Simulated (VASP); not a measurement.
# CdS (m.b) (P6_3mc) in VASP: single point with PBE

Aim: the single point of CdS (m.b) with PBE.

Everything below comes from runs of VASP 6.6.1. Logs are shortened: lines on timing, memory, paths and dates and some standing lists are left out, and cuts for length are marked.

### 1 The cell of the first run

It takes space group P6_3mc (No. 186, hexagonal). The conventional cell has a = 4.197 Å, b = 4.197 Å, c = 6.830 Å, α = 90.00°, β = 90.00°, γ = 120.00°. Within 3.4 Å of Cd (site symmetry 3m) lie 4 S at 2.57 Å. Within 3.4 Å of S (site symmetry 3m) lie 4 Cd at 2.57 Å.

### 2 Single point, PBE

INCAR reads:

```
SYSTEM = CdS
PREC = Accurate
ENCUT = 500
EDIFF = 1E-6
ISMEAR = 0
SIGMA = 0.02
LREAL = .FALSE.
LASPH = .TRUE.
NELM = 120
ALGO = Normal
ISIF = 2
LWAVE = .FALSE.
LCHARG = .TRUE.
GGA = PE
LELF = .TRUE.
LVHAR = .TRUE.
NBANDS = 26
GGA_COMPAT = .FALSE.
```

KPOINTS reads:

```
regular mesh
0
G
  9 9 4
  0 0 0
```

POSCAR reads:

```
CdS
1.0
    4.1968523805      0.0000000000      0.0000000000
   -2.0984261902      3.6345807774      0.0000000000
    0.0000000000      0.0000000000      6.8296509476
Cd S
2 2
Direct
    0.3333333333      0.6666666667      0.0002179956
    0.6666666667      0.3333333333      0.5002179956
    0.3333333333      0.6666666667      0.3767820044
    0.6666666667      0.3333333333      0.8767820044
```

Potentials or basis: VASP PAW PBE potentials, release 64 (Cd, S).

Command:

```sh
> cat potpaw_PBE.64/Cd/POTCAR potpaw_PBE.64/S/POTCAR > POTCAR
> mpirun -np 1 vasp_std > vasp.out
```

OUTCAR:

```text
SYSTEM = CdS
   PREC = Accurate
   ENCUT = 500
   EDIFF = 1E-6
   ISMEAR = 0
   LREAL = .FALSE.
   LASPH = .TRUE.
   NELM = 120
   ISIF = 2
   GGA = PE

 ion  position               nearest neighbor table
   1  0.333  0.667  0.000-   4 2.57   4 2.57   4 2.57   3 2.57
   2  0.667  0.333  0.500-   3 2.57   3 2.57   3 2.57   4 2.57
   3  0.333  0.667  0.377-   2 2.57   2 2.57   2 2.57   1 2.57
   4  0.667  0.333  0.877-   1 2.57   1 2.57   1 2.57   2 2.57

  LATTYP: Found a hexagonal cell.
 ALAT       =     4.1968523805
 C/A-ratio  =     1.6273269413

  Lattice vectors:

 A1 = (   4.1968523805,   0.0000000000,   0.0000000000)
 A2 = (  -2.0984261902,   3.6345807774,   0.0000000000)
 A3 = (   0.0000000000,   0.0000000000,   6.8296509476)

Analysis of symmetry for initial positions (statically):
=====================================================================
 Subroutine PRICEL returns:
 Original cell was already a primitive cell.

 Routine SETGRP: Setting up the symmetry group for a
 hexagonal supercell.

 Subroutine GETGRP returns: Found 12 space group operations
 (whereof  6 operations were pure point group operations)
 out of a pool of 24 trial point group operations.

The static configuration has the point symmetry C_3v.
 The point group associated with its full space group is C_6v.

Analysis of symmetry for dynamics (positions and initial velocities):
=====================================================================
 Subroutine PRICEL returns:
 Original cell was already a primitive cell.

 Routine SETGRP: Setting up the symmetry group for a
 hexagonal supercell.

 Subroutine GETGRP returns: Found 12 space group operations
 (whereof  6 operations were pure point group operations)
 out of a pool of 24 trial point group operations.

The dynamic configuration has the point symmetry C_3v.
 The point group associated with its full space group is C_6v.

 Subroutine INISYM returns: Found 12 space group operations
 (whereof  6 operations are pure point group operations),
 and found     1 'primitive' translations

----------------------------------------------------------------------------------------

                                     Primitive cell

  volume of cell :     104.1781

  direct lattice vectors                    reciprocal lattice vectors
     4.196852381  0.000000000  0.000000000     0.238273808  0.137567447  0.000000000
    -2.098426190  3.634580777  0.000000000     0.000000000  0.275134895  0.000000000
     0.000000000  0.000000000  6.829650948     0.000000000  0.000000000  0.146420367

  length of vectors
     4.196852381  4.196852380  6.829650948     0.275134895  0.275134895  0.146420367

  position of ions in fractional coordinates (direct lattice)
     0.333333333  0.666666667  0.000217996
     0.666666667  0.333333333  0.500217996
     0.333333333  0.666666667  0.376782004
     0.666666667  0.333333333  0.876782004

  ion indices of the primitive-cell ions
   primitive index   ion index
                 1           1
                 2           2
                 3           3
                 4           4

----------------------------------------------------------------------------------------

 KPOINTS: regular mesh

Automatic generation of k-mesh.
 Grid dimensions read from file:
 generate k-points for:    9    9    4

 Generating k-lattice:

  Cartesian coordinates                     Fractional coordinates (reciprocal lattice)
     0.026474868  0.015285272  0.000000000     0.111111111 -0.000000000  0.000000000
     0.000000000  0.030570544  0.000000000     0.000000000  0.111111111  0.000000000
     0.000000000  0.000000000  0.036605092     0.000000000  0.000000000  0.250000000

  Length of vectors
     0.030570544  0.030570544  0.036605092

  Shift w.r.t. Gamma in fractional coordinates (k-lattice)
     0.000000000  0.000000000  0.000000000

 Subroutine IBZKPT returns following result:
 ===========================================

 Found     36 irreducible k-points:

 Following reciprocal coordinates:
            Coordinates               Weight
  0.000000  0.000000  0.000000      1.000000
  0.111111 -0.000000  0.000000      6.000000
  0.222222 -0.000000  0.000000      6.000000
  0.333333 -0.000000  0.000000      6.000000
  0.444444 -0.000000  0.000000      6.000000
  0.111111  0.111111  0.000000      6.000000
[... 16 lines left out ...]
  0.333333  0.222222  0.250000     24.000000
  0.333333  0.333333  0.250000      4.000000
 [... further k-points ...]
   k-points           NKPTS =     36   k-points in BZ     NKDIM =     36   number of bands    NBANDS=     26
   number of dos      NEDOS =    301   number of ions     NIONS =      4
   total plane-waves  NPLWV =  51200
   dimension x,y,z NGX =    32 NGY =   32 NGZ =   50
   dimension x,y,z NGXF=    64 NGYF=   64 NGZF=  100
   ions per type =               2   2
   NGX,Y,Z   is equivalent  to a cutoff of  12.68, 12.68, 12.17 a.u.
   NGXF,Y,Z  is equivalent  to a cutoff of  25.35, 25.35, 24.34 a.u.
 SYSTEM =  CdS
   PREC   = accura    normal or accurate (medium, high low for compatibility)
   ISTART =      0    job   : 0-new  1-cont  2-samecut
   ICHARG =      2    charge: 1-file 2-atom 10-const
   ISPIN  =      1    spin polarized calculation?
   LNONCOLLINEAR =      F non collinear calculations
   LSORBIT =      F    spin-orbit coupling
   LASPH  =      T    aspherical Exc in radial PAW
   ENCUT  =  500.0 eV  36.75 Ry    6.06 a.u.   7.65  7.65 12.45*2*pi/ulx,y,z
   NELM   =    120;   NELMIN=  2; NELMDL= -5     # of ELM steps
   EDIFF  = 0.1E-05   stopping-criterion for ELM
   LREAL  =      F    real-space projection
   EDIFFG = 0.1E-04   stopping-criterion for IOM
   NSW    =      0    number of steps for IOM
   IBRION =     -1    ionic relax: 0-MD 1-quasi-New 2-CG
   NFREE  =      0    steps in history (QN), initial steepest desc. (CG)
   ISIF   =      2    stress and relaxation
   ISYM   =      2    0-nonsym 1-usesym 2-fastsym
   POTIM  = 0.5000    time-step for ionic-motion
   TEBEG  =    0.0;   TEEND  =   0.0 temperature during run
   PSTRESS=    0.0 pullay stress
   NELECT =      36.0000    total number of electrons
   NUPDOWN=      -1.0000    fix difference up-down
   EMIN   =  10.00;   EMAX   =-10.00  energy-range for DOS
   EFERMI =   0.00;   METHOD = LEGACY
   ISMEAR =     0;   SIGMA  =   0.02  broadening in eV -4-tet -1-fermi 0-gaus
   EFERMI_NEDOS =   21; number of points for ismear=-14 and -15
   IALGO  =     38    algorithm
   IMIX   =      4    mixing-type and parameters
     AMIX     =   0.40;   BMIX     =  1.00
     AMIX_MAG =   1.60;   BMIX_MAG =  1.00
  volume/ion in A,a.u.               =      26.04       175.76
  Fermi-wavevector in a.u.,A,eV,Ry     =   1.148815  2.170946 17.956646  1.319776
  Thomas-Fermi vector in A             =   2.285488
   LORBIT       =      0    0 simple, 1 ext, 2 COOP (PROOUT), +10 PAW based schemes
   GGA     = PE    functional components
   LHFCALC =     F    Hartree Fock is set to
   AEXX    =    0.0000 exact exchange contribution
   IVDW    =     0    specifies the selected vdW correction
   LEPSILON=     F    determine dielectric tensor
   LRPA    =     F    only Hartree local field effects (RPA)
 non-spin polarized calculation
 Gauss-broadening in eV      SIGMA  =   0.02
  energy-cutoff  :      500.00
  volume of cell :      104.18
 maximum number of plane-waves:      2677
 NGX is ok and might be reduce to    32
   NGX = 15   NGY = 15   NGZ = 25

 number of electron      36.0000000 magnetization

 Free energy of the ion-electron system (eV)
  ---------------------------------------------------
  ext. energy  EPLUGINS =         0.00000000
  ---------------------------------------------------
  free energy    TOTEN  =       -12.29941740 eV

  energy without entropy =      -12.29941740  energy(sigma->0) =      -12.29941740

 E-fermi :   1.0055     XC(G=0):  -8.9181

 val. band max:        0.9091243108   @ k =   0.0000   0.0000   0.0000
 cond. band min:       2.0216077063   @ k =   0.0000   0.0000   0.0000
 fundamental gap:      1.1124833955
 Fermi energy:         1.0055453994

 k-point     1 :       0.0000    0.0000    0.0000
  band No.  band energies     occupation
      1     -11.1777      2.00000
      2     -10.7904      2.00000
      3      -6.6380      2.00000
      4      -6.6324      2.00000
      5      -6.6324      2.00000
      6      -6.5582      2.00000
[... 18 lines left out ...]
     25       8.4573      0.00000
     26       8.4602      0.00000

 k-point     2 :       0.1111   -0.0000    0.0000
  band No.  band energies     occupation
      1     -11.1381      2.00000
      2     -10.7728      2.00000
      3      -6.6262      2.00000
      4      -6.6163      2.00000
      5      -6.6000      2.00000
      6      -6.5395      2.00000
[... 18 lines left out ...]
     25       8.3790      0.00000
     26       8.7106      0.00000

 k-point     3 :       0.2222   -0.0000    0.0000
  band No.  band energies     occupation
      1     -11.0345      2.00000
      2     -10.7312      2.00000
      3      -6.5919      2.00000
      4      -6.5798      2.00000
      5      -6.5143      2.00000
      6      -6.4791      2.00000
[... 18 lines left out ...]
     25       8.6454      0.00000
     26       9.3834      0.00000

 k-point     4 :       0.3333   -0.0000    0.0000
  band No.  band energies     occupation
      1     -10.9079      2.00000
      2     -10.6921      2.00000
      3      -6.5617      2.00000
      4      -6.5481      2.00000
      5      -6.4342      2.00000
      6      -6.4155      2.00000
[... 18 lines left out ...]
     25       9.2154      0.00000
     26       9.5926      0.00000
[... 496 lines left out ...]
      1     -10.8190      2.00000
      2     -10.7010      2.00000
      3      -6.5369      2.00000
      4      -6.5144      2.00000
      5      -6.4397      2.00000
      6      -6.4195      2.00000
[... 18 lines left out ...]
     25       8.8292      0.00000
     26       9.8419      0.00000

 k-point    23 :       0.3333    0.2222    0.2500
  band No.  band energies     occupation
      1     -10.7484      2.00000
      2     -10.6895      2.00000
      3      -6.5347      2.00000
      4      -6.4868      2.00000
      5      -6.4277      2.00000
      6      -6.3920      2.00000
[... 18 lines left out ...]
     25       9.4283      0.00000
     26      10.0510      0.00000

 k-point    24 :       0.3333    0.3333    0.2500
  band No.  band energies     occupation
      1     -10.7051      2.00000
      2     -10.7051      2.00000
      3      -6.5385      2.00000
      4      -6.4456      2.00000
      5      -6.4456      2.00000
      6      -6.3846      2.00000
[... 18 lines left out ...]
     25      10.1650      0.00000
     26      10.1965      0.00000

 [... further k-points ...]
[... 5 lines left out ...]
  --------------------------------------------------------------------------------------
  -------------------------------------------------------------------------------------
  Total        0.1705290      0.1705290      0.1728501      0.0000000      0.0000000      0.0000000
  in kB        2.6226016      2.6226016      2.6582976      0.0000000      0.0000000      0.0000000
  external PRESSURE =       2.6345003 kB  Pullay stress =       0.0000000 kB

 VOLUME and BASIS-vectors are now :
 -----------------------------------------------------------------------------
  energy-cutoff  :      500.00
  volume of cell :      104.18
      direct lattice vectors                 reciprocal lattice vectors
     4.196852381  0.000000000  0.000000000     0.238273808  0.137567447  0.000000000
    -2.098426190  3.634580777  0.000000000     0.000000000  0.275134895  0.000000000
     0.000000000  0.000000000  6.829650948     0.000000000  0.000000000  0.146420367

 POSITION                                       TOTAL-FORCE (eV/Angst)
 -----------------------------------------------------------------------------------
     -0.00000      2.42305      0.00149         0.000000      0.000000      0.000262
      2.09843      1.21153      3.41631        -0.000000     -0.000000      0.000262
     -0.00000      2.42305      2.57329        -0.000000      0.000000     -0.000262
      2.09843      1.21153      5.98812         0.000000     -0.000000     -0.000262
 -----------------------------------------------------------------------------------
    total drift:                               -0.000000      0.000000     -0.000299

  FREE ENERGIE OF THE ION-ELECTRON SYSTEM (eV)
  ---------------------------------------------------
  free  energy   TOTEN  =       -12.2994173955 eV

  energy  without entropy=      -12.2994173955  energy(sigma->0) =      -12.29941740
```

Run time: 70 s. Hardware: 1 thread of Intel Xeon Platinum 8259CL at 2.50GHz (Skylake/Cascade Lake), shared host; peak memory 0.25 GiB.

Results:

```yaml
Free_energy: -12.2994 eV
Pressure: 0.3 GPa
Band_gap_on_the_k_mesh: 1.11 eV, direct
```

As with any semilocal functional, this PBE gap is likely too small.
